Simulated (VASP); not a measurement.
Here is a VASP 6.6.1 calculation.

File INCAR:

```
SYSTEM = PN
PREC = Accurate
ENCUT = 520
EDIFF = 1E-6
ISMEAR = 0
SIGMA = 0.1
LREAL = .FALSE.
LASPH = .TRUE.
NELM = 100
ALGO = Normal
ISIF = 2
LWAVE = .FALSE.
LCHARG = .FALSE.
GGA = PE
IVDW = 12
NBANDS = 12
```

File KPOINTS:

```
regular mesh
0
G
  6 6 6
  0 0 0
```

Contents of POSCAR:

```
PN
1.0
    2.6555082070      0.0000000000      0.0000000000
    0.0000000000      2.6555082070      0.0000000000
    0.0000000000      0.0000000000      2.6415535621
P N
1 1
Direct
    0.0000000000      0.0000000000      0.5000000000
    0.5000000000      0.5000000000      0.5000000000
```

Potentials or basis: VASP PAW PBE potentials, release 64 (P, N).

Run with:

```console
$ cat potpaw_PBE.64/P/POTCAR potpaw_PBE.64/N/POTCAR > POTCAR
$ mpirun -np 1 vasp_std > vasp.out
```

Question: Predict the pressure.

Answer: -0.8 GPa.

Question: Estimate the band gap on the k mesh.

Answer: Zero (band 5 reaches 11.60 eV, above the bottom of band 6 at 6.84 eV).

Question: What does it give for the dispersion energy per atom?

Answer: -0.357 eV.

Stress tensor (GPa, compression positive):
```
-1.09  0.00  0.00
 0.00 -1.09  0.00
 0.00  0.00 -0.08
```

Caveat: the k points lie up to 0.40 Å⁻¹ apart; pairwise dispersion overbinds metals, which lowers pressure and volume.
